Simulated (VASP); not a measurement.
# MoS2 (R-3m) in VASP: single point with PBE

Aim: the single point of MoS2 with PBE.

Everything below comes from runs of VASP 6.6.1. Logs are shortened: lines on timing, memory, paths and dates and some standing lists are left out, and cuts for length are marked.

## (1) The cell of the first run

Symmetry: R-3m, No. 166, trigonal system. The conventional cell has a = 3.192 Å, b = 3.192 Å, c = 20.073 Å, α = 90.00°, β = 90.00°, γ = 120.00°. Within 3.2 Å of Mo (site symmetry -3m) lie 6 S at 2.43 Å and 6 Mo at 3.19 Å. Within 3.2 Å of S (site symmetry 3m) lie 3 Mo at 2.43 Å and 6 S at 3.19 Å.

## (2) Single point, PBE

Input file INCAR:

```
SYSTEM = MoS2
PREC = Accurate
ENCUT = 520
EDIFF = 1E-7
ISMEAR = 0
SIGMA = 0.1
LREAL = .FALSE.
LASPH = .TRUE.
NELM = 100
ALGO = Normal
ISIF = 2
LWAVE = .FALSE.
LCHARG = .FALSE.
GGA = PE
NBANDS = 20
```

Input file KPOINTS:

```
regular mesh
0
G
  18 18 18
  0 0 0
```

Input file POSCAR:

```
MoS2
1.0
    1.5961727430      0.9215505805      6.6911216269
   -1.5961727430      0.9215505805      6.6911216269
    0.0000000000     -1.8431017080      6.6911215516
Mo S
1 2
Direct
    0.0000000000      0.0000000000      0.0000000000
    0.7456253474      0.7456253474      0.7456253474
    0.2543746526      0.2543746526      0.2543746526
```

Potentials or basis: VASP PAW PBE potentials, release 64 (Mo_sv, S).

Command:

```bash
$ cat potpaw_PBE.64/Mo_sv/POTCAR potpaw_PBE.64/S/POTCAR > POTCAR
$ mpirun -np 1 vasp_std > vasp.out
```

OUTCAR:

```text
SYSTEM = MoS2
   PREC = Accurate
   ENCUT = 520
   EDIFF = 1E-7
   ISMEAR = 0
   LREAL = .FALSE.
   LASPH = .TRUE.
   NELM = 100
   ISIF = 2
   GGA = PE

 ion  position               nearest neighbor table
   1  0.000  0.000  0.000-   2 2.43   2 2.43   3 2.43   3 2.43   2 2.43   3 2.43
   2  0.746  0.746  0.746-   1 2.43   1 2.43   1 2.43
   3  0.254  0.254  0.254-   1 2.43   1 2.43   1 2.43

  LATTYP: Found a trigonal (rhomboedric) cell.
 ALAT       =     6.9403264710
 COS(alpha) =     0.8942135663

  Lattice vectors:

 A1 = (   1.5961727430,   0.9215505805,   6.6911216269)
 A2 = (  -1.5961727430,   0.9215505805,   6.6911216269)
 A3 = (   0.0000000000,  -1.8431017080,   6.6911215516)

Analysis of symmetry for initial positions (statically):
=====================================================================
 Subroutine PRICEL returns:
 Original cell was already a primitive cell.

 Routine SETGRP: Setting up the symmetry group for a
 trigonal (rhombohedral) supercell.

 Subroutine GETGRP returns: Found 12 space group operations
 (whereof 12 operations were pure point group operations)
 out of a pool of 12 trial point group operations.

The static configuration has the point symmetry D_3d.

Analysis of symmetry for dynamics (positions and initial velocities):
=====================================================================
 Subroutine PRICEL returns:
 Original cell was already a primitive cell.

 Routine SETGRP: Setting up the symmetry group for a
 trigonal (rhombohedral) supercell.

 Subroutine GETGRP returns: Found 12 space group operations
 (whereof 12 operations were pure point group operations)
 out of a pool of 12 trial point group operations.

The dynamic configuration has the point symmetry D_3d.

 Subroutine INISYM returns: Found 12 space group operations
 (whereof 12 operations are pure point group operations),
 and found     1 'primitive' translations

----------------------------------------------------------------------------------------

                                     Primitive cell

  volume of cell :      59.0540

  direct lattice vectors                    reciprocal lattice vectors
     1.596172743  0.921550581  6.691121627     0.313249303  0.180854568  0.049817263
    -1.596172743  0.921550581  6.691121627    -0.313249303  0.180854568  0.049817263
     0.000000000 -1.843101708  6.691121552     0.000000000 -0.361709141  0.049817248

  length of vectors
     6.940326471  6.940326471  6.940326471     0.365123624  0.365123624  0.365123624

  position of ions in fractional coordinates (direct lattice)
     0.000000000  0.000000000  0.000000000
     0.745625347  0.745625347  0.745625347
     0.254374653  0.254374653  0.254374653

  ion indices of the primitive-cell ions
   primitive index   ion index
                 1           1
                 2           2
                 3           3

----------------------------------------------------------------------------------------

 KPOINTS: regular mesh

Automatic generation of k-mesh.
 Grid dimensions read from file:
 generate k-points for:   18   18   18

 Generating k-lattice:

  Cartesian coordinates                     Fractional coordinates (reciprocal lattice)
     0.017402739  0.010047476  0.002767626     0.055555556 -0.000000000  0.000000000
    -0.017402739  0.010047476  0.002767626    -0.000000000  0.055555556  0.000000000
     0.000000000 -0.020094952  0.002767625     0.000000000  0.000000000  0.055555556

  Length of vectors
     0.020284646  0.020284646  0.020284646

  Shift w.r.t. Gamma in fractional coordinates (k-lattice)
     0.000000000  0.000000000  0.000000000

 Subroutine IBZKPT returns following result:
 ===========================================

 Found    580 irreducible k-points:

 Following reciprocal coordinates:
            Coordinates               Weight
  0.000000  0.000000  0.000000      1.000000
  0.055556  0.000000  0.000000      6.000000
  0.111111  0.000000  0.000000      6.000000
  0.166667  0.000000  0.000000      6.000000
  0.222222  0.000000  0.000000      6.000000
  0.277778 -0.000000 -0.000000      6.000000
[... 16 lines left out ...]
 -0.277778  0.055556  0.000000     12.000000
 -0.222222  0.055556 -0.000000     12.000000
 [... further k-points ...]
   k-points           NKPTS =    580   k-points in BZ     NKDIM =    580   number of bands    NBANDS=     20
   number of dos      NEDOS =    301   number of ions     NIONS =      3
   total plane-waves  NPLWV = 157464
   dimension x,y,z NGX =    54 NGY =   54 NGZ =   54
   dimension x,y,z NGXF=   108 NGYF=  108 NGZF=  108
   ions per type =               1   2
   NGX,Y,Z   is equivalent  to a cutoff of  12.93, 12.93, 12.93 a.u.
   NGXF,Y,Z  is equivalent  to a cutoff of  25.87, 25.87, 25.87 a.u.
 SYSTEM =  MoS2
   PREC   = accura    normal or accurate (medium, high low for compatibility)
   ISTART =      0    job   : 0-new  1-cont  2-samecut
   ICHARG =      2    charge: 1-file 2-atom 10-const
   ISPIN  =      1    spin polarized calculation?
   LNONCOLLINEAR =      F non collinear calculations
   LSORBIT =      F    spin-orbit coupling
   LASPH  =      T    aspherical Exc in radial PAW
   ENCUT  =  520.0 eV  38.22 Ry    6.18 a.u.  12.90 12.90 12.90*2*pi/ulx,y,z
   NELM   =    100;   NELMIN=  2; NELMDL= -5     # of ELM steps
   EDIFF  = 0.1E-06   stopping-criterion for ELM
   LREAL  =      F    real-space projection
   EDIFFG = 0.1E-05   stopping-criterion for IOM
   NSW    =      0    number of steps for IOM
   IBRION =     -1    ionic relax: 0-MD 1-quasi-New 2-CG
   NFREE  =      0    steps in history (QN), initial steepest desc. (CG)
   ISIF   =      2    stress and relaxation
   ISYM   =      2    0-nonsym 1-usesym 2-fastsym
   POTIM  = 0.5000    time-step for ionic-motion
   TEBEG  =    0.0;   TEEND  =   0.0 temperature during run
   PSTRESS=    0.0 pullay stress
   NELECT =      26.0000    total number of electrons
   NUPDOWN=      -1.0000    fix difference up-down
   EMIN   =  10.00;   EMAX   =-10.00  energy-range for DOS
   EFERMI =   0.00;   METHOD = LEGACY
   ISMEAR =     0;   SIGMA  =   0.10  broadening in eV -4-tet -1-fermi 0-gaus
   EFERMI_NEDOS =   21; number of points for ismear=-14 and -15
   IALGO  =     38    algorithm
   IMIX   =      4    mixing-type and parameters
     AMIX     =   0.40;   BMIX     =  1.00
     AMIX_MAG =   1.60;   BMIX_MAG =  1.00
  volume/ion in A,a.u.               =      19.68       132.84
  Fermi-wavevector in a.u.,A,eV,Ry     =   1.245421  2.353504 21.103634  1.551073
  Thomas-Fermi vector in A             =   2.379644
   LORBIT       =      0    0 simple, 1 ext, 2 COOP (PROOUT), +10 PAW based schemes
   GGA     = PE    functional components
   LHFCALC =     F    Hartree Fock is set to
   AEXX    =    0.0000 exact exchange contribution
   IVDW    =     0    specifies the selected vdW correction
   LEPSILON=     F    determine dielectric tensor
   LRPA    =     F    only Hartree local field effects (RPA)
 non-spin polarized calculation
 Gauss-broadening in eV      SIGMA  =   0.10
  energy-cutoff  :      520.00
  volume of cell :       59.05
 maximum number of plane-waves:      1608
 NGX is ok and might be reduce to    54
   NGX = 25   NGY = 25   NGZ = 25

 number of electron      25.9999999 magnetization

 Free energy of the ion-electron system (eV)
  ---------------------------------------------------
  ext. energy  EPLUGINS =         0.00000000
  ---------------------------------------------------
  free energy    TOTEN  =       -21.02924424 eV

  energy without entropy =      -21.02364241  energy(sigma->0) =      -21.02644333

 E-fermi :   6.5174     XC(G=0): -10.1861

 val. band max:        6.5139911855   @ k =   0.5000   0.3333   0.1667
 cond. band min:       6.5224741236   @ k =   0.4444   0.2778   0.0556
 fundamental gap:      0.0084829381
 Fermi energy:         6.5174036123

 k-point     1 :       0.0000    0.0000    0.0000
  band No.  band energies     occupation
      1     -55.3024      2.00000
      2     -29.3420      2.00000
      3     -29.2788      2.00000
      4     -29.2788      2.00000
      5      -8.3164      2.00000
      6      -7.0580      2.00000
[... 12 lines left out ...]
     19      12.8033      0.00000
     20      16.0282      0.00000

 k-point     2 :       0.0556    0.0000    0.0000
  band No.  band energies     occupation
      1     -55.3013      2.00000
      2     -29.3399      2.00000
      3     -29.2898      2.00000
      4     -29.2814      2.00000
      5      -8.2682      2.00000
      6      -7.0442      2.00000
[... 12 lines left out ...]
     19      13.0611      0.00000
     20      15.8167      0.00000

 k-point     3 :       0.1111    0.0000    0.0000
  band No.  band energies     occupation
      1     -55.2982      2.00000
      2     -29.3338      2.00000
      3     -29.3211      2.00000
      4     -29.2886      2.00000
      5      -8.1270      2.00000
      6      -7.0037      2.00000
[... 12 lines left out ...]
     19      13.6596      0.00000
     20      15.5669      0.00000

 k-point     4 :       0.1667    0.0000    0.0000
  band No.  band energies     occupation
      1     -55.2935      2.00000
      2     -29.3690      2.00000
      3     -29.3243      2.00000
      4     -29.2996      2.00000
      5      -7.9024      2.00000
      6      -6.9383      2.00000
[... 12 lines left out ...]
     19      14.1718      0.00000
     20      15.4244      0.00000

 k-point     5 :       0.2222    0.0000    0.0000
  band No.  band energies     occupation
      1     -55.2877      2.00000
      2     -29.4271      2.00000
      3     -29.3131      2.00000
      4     -29.3127      2.00000
      5      -7.6136      2.00000
      6      -6.8493      2.00000
[... 12 lines left out ...]
     19      14.1626      0.00000
     20      15.0203      0.00000

 k-point     6 :       0.2778   -0.0000   -0.0000
  band No.  band energies     occupation
      1     -55.2815      2.00000
      2     -29.4884      2.00000
      3     -29.3274      2.00000
      4     -29.3004      2.00000
      5      -7.2963      2.00000
      6      -6.7302      2.00000
[... 12 lines left out ...]
     19      13.7101      0.00000
     20      14.8203      0.00000

 k-point     7 :       0.3333    0.0000    0.0000
  band No.  band energies     occupation
      1     -55.2756      2.00000
      2     -29.5455      2.00000
      3     -29.3408      2.00000
      4     -29.2888      2.00000
      5      -7.0206      2.00000
      6      -6.5521      2.00000
[... 12 lines left out ...]
     19      13.5432      0.00000
     20      14.8428      0.00000
[... 277 lines left out ...]
 k-point    20 :      -0.4444    0.0556   -0.0000
  band No.  band energies     occupation
      1     -55.2667      2.00000
      2     -29.6260      2.00000
      3     -29.3674      2.00000
      4     -29.2710      2.00000
      5      -6.7332      2.00000
      6      -6.0206      2.00000
[... 12 lines left out ...]
     19      13.4955      0.00000
     20      13.7253      0.00000

 k-point    21 :      -0.3889    0.0556   -0.0000
  band No.  band energies     occupation
      1     -55.2688      2.00000
      2     -29.6062      2.00000
      3     -29.3623      2.00000
      4     -29.2751      2.00000
      5      -6.7792      2.00000
      6      -6.1867      2.00000
[... 12 lines left out ...]
     19      13.5446      0.00000
     20      14.0885      0.00000

 k-point    22 :      -0.3333    0.0556    0.0000
  band No.  band energies     occupation
      1     -55.2727      2.00000
      2     -29.5689      2.00000
      3     -29.3526      2.00000
      4     -29.2830      2.00000
      5      -6.8928      2.00000
      6      -6.4362      2.00000
[... 12 lines left out ...]
     19      13.6492      0.00000
     20      14.5867      0.00000

 k-point    23 :      -0.2778    0.0556    0.0000
  band No.  band energies     occupation
      1     -55.2780      2.00000
      2     -29.5182      2.00000
      3     -29.3395      2.00000
      4     -29.2935      2.00000
      5      -7.1170      2.00000
      6      -6.6490      2.00000
[... 12 lines left out ...]
     19      13.7505      0.00000
     20      14.6838      0.00000

 k-point    24 :      -0.2222    0.0556   -0.0000
  band No.  band energies     occupation
      1     -55.2840      2.00000
      2     -29.4602      2.00000
      3     -29.3246      2.00000
      4     -29.3054      2.00000
      5      -7.4257      2.00000
      6      -6.7866      2.00000
[... 12 lines left out ...]
     19      14.1390      0.00000
     20      14.8492      0.00000

 [... further k-points ...]

------------------------ aborting loop because EDIFF is reached ----------------------------------------

  FORCE on cell =-STRESS in cart. coord.  units (eV):
  Direction    XX          YY          ZZ          XY          YZ          ZX
  --------------------------------------------------------------------------------------
  -------------------------------------------------------------------------------------
  Total       -0.0394493     -0.0394493     -0.0674556      0.0000000      0.0000000      0.0000000
  in kB       -1.0702870     -1.0702870     -1.8301177      0.0000000      0.0000000      0.0000000
  external PRESSURE =      -1.3235639 kB  Pullay stress =       0.0000000 kB

 VOLUME and BASIS-vectors are now :
 -----------------------------------------------------------------------------
  energy-cutoff  :      520.00
  volume of cell :       59.05
      direct lattice vectors                 reciprocal lattice vectors
     1.596172743  0.921550581  6.691121627     0.313249303  0.180854568  0.049817263
    -1.596172743  0.921550581  6.691121627    -0.313249303  0.180854568  0.049817263
     0.000000000 -1.843101708  6.691121552     0.000000000 -0.361709141  0.049817248

 POSITION                                       TOTAL-FORCE (eV/Angst)
 -----------------------------------------------------------------------------------
      0.00000      0.00000      0.00000        -0.000000     -0.000000     -0.000000
      0.00000     -0.00000     14.96721         0.000000      0.000000     -0.024664
      0.00000     -0.00000      5.10616         0.000000     -0.000000      0.024664
 -----------------------------------------------------------------------------------
    total drift:                               -0.000000     -0.000000     -0.000000

  FREE ENERGIE OF THE ION-ELECTRON SYSTEM (eV)
  ---------------------------------------------------
  free  energy   TOTEN  =       -21.0292442422 eV

  energy  without entropy=      -21.0236424129  energy(sigma->0) =      -21.02644333
```

Run time: 38 min. Hardware: 1 thread of Intel Xeon Platinum 8488C (Sapphire Rapids), shared host; peak memory 0.86 GiB.

What came out:

| Item | Value |
| --- | --- |
| Free energy | -21.0292 eV |
| Pressure | -0.1 GPa |
| Largest force | 0.025 eV/Å |
| Band gap on the k mesh | zero (band 13 reaches 6.92 eV, above the bottom of band 14 at 6.27 eV) |

Forces in eV/Å, atoms in the order of the input:
```
Mo   0.000  0.000  0.000
S    0.000  0.000 -0.025
S    0.000  0.000  0.025
```

Stress tensor (GPa, compression positive):
```
-0.11  0.00  0.00
 0.00 -0.11  0.00
 0.00  0.00 -0.18
```
